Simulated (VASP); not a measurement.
Input of a VASP 6.6.1 run:

POSCAR

```
CsSnI3
1.0
    6.3464345326      0.0000000000      0.0000000000
    0.0000000000      6.3464345326      0.0000000000
    0.0000000000      0.0000000000      6.3464345326
Cs Sn I
1 1 3
Direct
    0.0000000000      0.0000000000      0.0000000000
    0.5000000000      0.5000000000      0.5000000000
    0.0000000000      0.5000000000      0.5000000000
    0.5000000000      0.0000000000      0.5000000000
    0.5000000000      0.5000000000      0.0000000000
```

INCAR.step1

```
PREC = Accurate
ENCUT = 520
ISMEAR = 0
SIGMA = 0.02
LREAL = F
LASPH = T
NELM = 60
NBANDS = 30
GGA = PE
ALGO = Normal
EDIFF = 1E-4
LWAVE = T
LCHARG = F
```

The input INCAR.step2:

```
PREC = Accurate
ENCUT = 520
EDIFF = 1E-6
ISMEAR = 0
SIGMA = 0.02
LREAL = F
LASPH = T
NELM = 60
ALGO = Normal
ISIF = 2
LWAVE = F
LCHARG = F
METAGGA = R2SCAN
LMIXTAU = T
NBANDS = 30
ISTART = 1
```

KPOINTS

```
Automatic mesh
0
Gamma
  6 6 6
```

Potentials or basis: VASP PAW PBE potentials, release 64 (Cs_sv, Sn_d, I).

The run is started by

```bash
$ cat potpaw_PBE.64/Cs_sv/POTCAR potpaw_PBE.64/Sn_d/POTCAR potpaw_PBE.64/I/POTCAR > POTCAR
$ cp INCAR.step1 INCAR
$ mpirun -np 1 vasp_std > vasp.out
$ cp INCAR.step2 INCAR
$ mpirun -np 1 vasp_std > vasp.out
```

Problem. Predict the band gap on the k mesh.

Solution. 0.73 eV.

Problem. Predict the pressure.

Solution. -0.9 GPa.

Caveat: semilocal functionals underestimate gaps, and a narrow one can read as zero; the PAW data sets were made with another functional, which shifts forces and pressure a little; spin-orbit coupling is left out, which moves the levels of the heavy elements. A k mesh can miss the band edges.
